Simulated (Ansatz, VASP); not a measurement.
## Two plane-wave programs on AlGa3As4

INCAR

```
SYSTEM = AlGa3As4
PREC     = Accurate       ! precision mode
ENCUT    = 600            ! plane-wave cutoff, eV
EDIFF    = 1E-6           ! SCF threshold, eV
ISMEAR   = 0              ! smearing method
SIGMA    = 0.1            ! smearing width, eV
LREAL    = .False.        ! projectors in reciprocal space
LASPH    = .True.         ! aspherical terms in the spheres
NELM     = 60             ! most SCF steps
ALGO     = Normal         ! electronic algorithm
ISIF     = 3              ! what is computed and relaxed
LWAVE    = .False.        ! write WAVECAR
LCHARG   = .False.        ! write CHGCAR
GGA      = PS             ! functional
IBRION   = 2              ! ionic algorithm
NSW      = 100            ! ionic steps
EDIFFG   = -0.05          ! ionic threshold
```

The input KPOINTS:

```
Automatic mesh
0
Gamma
  4 4 4
  0 0 0
```

File POSCAR:

```
AlGa3As4
1.0
    5.3625425212      0.0000000000      0.0000000000
    0.0000000000      5.3625425212      0.0000000000
    0.0000000000      0.0000000000      5.3625425212
Al Ga As
1 3 4
Direct
    0.0000000000      0.0000000000      0.0000000000
    0.5000000000      0.5000000000      0.0000000000
    0.5000000000      0.0000000000      0.5000000000
    0.0000000000      0.5000000000      0.5000000000
    0.7557144200      0.7557144200      0.2442855800
    0.7557144200      0.2442855800      0.7557144200
    0.2442855800      0.7557144200      0.7557144200
    0.2442855800      0.2442855800      0.2442855800
```

Input for Ansatz:

```yaml
crystal:
  lattice:
    - [5.3625425212, 0.0, 0.0]
    - [0.0, 5.3625425212, 0.0]
    - [0.0, 0.0, 5.3625425212]
  atoms:
    - { symbol: Al, position: [0.0, 0.0, 0.0] }
    - { symbol: Ga, position: [0.5, 0.5, 0.0] }
    - { symbol: Ga, position: [0.5, 0.0, 0.5] }
    - { symbol: Ga, position: [0.0, 0.5, 0.5] }
    - { symbol: As, position: [0.75571442, 0.75571442, 0.24428558] }
    - { symbol: As, position: [0.75571442, 0.24428558, 0.75571442] }
    - { symbol: As, position: [0.24428558, 0.75571442, 0.75571442] }
    - { symbol: As, position: [0.24428558, 0.24428558, 0.24428558] }
basis:
  ecutwfc: 420
kpoints:
  mp_grid: { grid: [4, 4, 4] }
hamiltonian:
  xc: pbesol
scf:
  occupations: { method: gaussian, width: 0.1 }
output:
  forces: true
  stress: true
  eigenvalues: true
relax:
  adjacent_minimum: "off"
  f_tol: 0.05
  max_steps: 80
  cell: { stress_tol: 0.5 }
```

Alike in both runs: task relaxation of cell and atoms; functional PBEsol; k mesh 4 × 4 × 4; occupations gaussian, width 0.1 eV; no spin polarisation.

```csv
,VASP,Ansatz
version,VASP 6.6.1,Ansatz 0.2.0
potentials or method,"VASP PAW PBE potentials, release 64 (Al, Ga_d, As), cutoff 600 eV","scalar-relativistic, plane waves, PAW"
valence electrons in the cell,62,102
```

|  | VASP | Ansatz | Ansatz less VASP |
| --- | --- | --- | --- |
| gap on the k mesh at the Fermi level, each at its own relaxed structure (eV) | 0.77 | 0.75 | -0.019 |
| relaxed volume (Å³/atom) | 22.69 | 22.70 | +0.012 |
| relaxed length of the cell vector where the two differ most in proportion (Å) | 5.662 | 5.663 | +0.0010 |

VASP's potentials were made for PBE, not for PBEsol. VASP's potentials hold 62 valence electrons a cell and Ansatz's 102, so a difference there can come from the potentials and not from the codes.

Noted on VASP's run: the volume moved by over 15 % at a fixed basis, so the end points are rough.
